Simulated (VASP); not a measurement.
Input of a VASP 6.6.1 run:

File POSCAR:

```
TiB2
1.0
    2.9840177568      0.0000000000      0.0000000000
   -1.4920088784      2.5842351828      0.0000000000
    0.0000000000      0.0000000000      3.1807667400
Ti B
1 2
Direct
    0.0000000000      0.0000000000      0.0000000000
    0.3333333333      0.6666666667      0.5000000000
    0.6666666667      0.3333333333      0.5000000000
```

The input INCAR.step1:

```
SYSTEM = TiB2
PREC     = Accurate       ! precision mode
ENCUT    = 550            ! plane-wave cutoff, eV
ISMEAR   = -1             ! smearing method
SIGMA    = 0.1            ! smearing width, eV
LREAL    = .False.        ! projectors in reciprocal space
LASPH    = .True.         ! aspherical terms in the spheres
NELM     = 120            ! most SCF steps
NBANDS   = 16             ! bands
GGA      = PE             ! functional
ALGO     = Normal         ! electronic algorithm
EDIFF    = 1E-5           ! SCF threshold, eV
LWAVE    = .True.         ! write WAVECAR
LCHARG   = .False.        ! write CHGCAR
GGA_COMPAT= .False.
```

INCAR.step2

```
SYSTEM = TiB2
PREC     = Accurate       ! precision mode
ENCUT    = 550            ! plane-wave cutoff, eV
EDIFF    = 1E-6           ! SCF threshold, eV
ISMEAR   = -1             ! smearing method
SIGMA    = 0.1            ! smearing width, eV
LREAL    = .False.        ! projectors in reciprocal space
LASPH    = .True.         ! aspherical terms in the spheres
NELM     = 120            ! most SCF steps
ALGO     = Normal         ! electronic algorithm
ISIF     = 2              ! what is computed and relaxed
LWAVE    = .False.        ! write WAVECAR
LCHARG   = .False.        ! write CHGCAR
METAGGA  = R2SCAN         ! meta-GGA
LMIXTAU  = .True.       
NBANDS   = 16             ! bands
ISTART   = 1            
GGA_COMPAT= .False.
```

The input KPOINTS:

```
regular mesh
0
Gamma
  13 13 10
  0 0 0
```

Potentials or basis: VASP PAW PBE potentials, release 64 (Ti_sv, B).

Run with:

```console
$ cat potpaw_PBE.64/Ti_sv/POTCAR potpaw_PBE.64/B/POTCAR > POTCAR
$ cp INCAR.step1 INCAR
$ mpirun -np 1 vasp_std > vasp.out
$ cp INCAR.step2 INCAR
$ mpirun -np 1 vasp_std > vasp.out
```

**Question.** Estimate the pressure.

**Answer.** 12.4 GPa.

**Question.** Estimate the band gap on the k mesh.

**Answer.** Zero (bands 9 and 10 overlap by 0.58 eV).

Stress tensor (GPa, compression positive):
```
13.26  0.00  0.00
 0.00 13.26  0.00
 0.00  0.00 10.76
```

Caveat: the cell stands under pressure; the PAW data sets were made with another functional, which shifts forces and pressure a little.
